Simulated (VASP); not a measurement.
Wanted: the native input for a VASP 6.6.1 run.

```yaml
Task: single point
Functional: PBE
Potentials_or_basis: VASP PAW PBE potentials, release 64 (Ba_sv, Zr_sv, O)
Cutoff: 520 eV
k_mesh: 6 × 6 × 6
Occupations: fermi-dirac, width 0.02 eV
Spin: no spin polarisation
Dipole_correction: no
Further_INCAR_settings: ALGO = Normal; EDIFF = 1e-06; NBANDS = 28
```

The structure of BaZrO3 lies in POSCAR:

```
BaZrO3
1.0
    4.0791942668      0.0000000000      0.0000000000
    0.0000000000      4.0791942668      0.0000000000
    0.0000000000      0.0000000000      4.0791942668
Ba Zr O
1 1 3
Direct
    0.0000000000      0.0000000000      0.0000000000
    0.5000000000      0.5000000000      0.5000000000
    0.5000000000      0.5000000000      0.0000000000
    0.5000000000      0.0000000000      0.5000000000
    0.0000000000      0.5000000000      0.5000000000
```

This cell differs from its parent crystal: strain -3.0%.

These files were run (other wordings do the same):

INCAR

```
PREC = Accurate
ENCUT = 520
EDIFF = 1E-6
ISMEAR = -1
SIGMA = 0.02
LREAL = False
LASPH = True
NELM = 80
ALGO = Normal
ISIF = 2
LWAVE = False
LCHARG = False
GGA = PE
NBANDS = 28
```

KPOINTS

```
regular mesh
0
Gamma
  6 6 6
```

Potentials or basis: VASP PAW PBE potentials, release 64 (Ba_sv, Zr_sv, O).

Command:

```console
$ cat potpaw_PBE.64/Ba_sv/POTCAR potpaw_PBE.64/Zr_sv/POTCAR potpaw_PBE.64/O/POTCAR > POTCAR
$ mpirun -np 1 vasp_std > vasp.out
```

Results of the run:

```yaml
Pressure: 21.7 GPa
Band_gap_on_the_k_mesh: 3.36 eV (least direct gap 3.46 eV)
```

Caveat: the cell differs from its parent crystal (strain -3.0%); the cell stands under pressure; spin-orbit coupling is left out, which moves the levels of the heavy elements.

It took 18 s on 1 thread of AMD EPYC 9R45 96-Core Processor (Zen 5), on a shared host, peak memory 0.16 GiB.
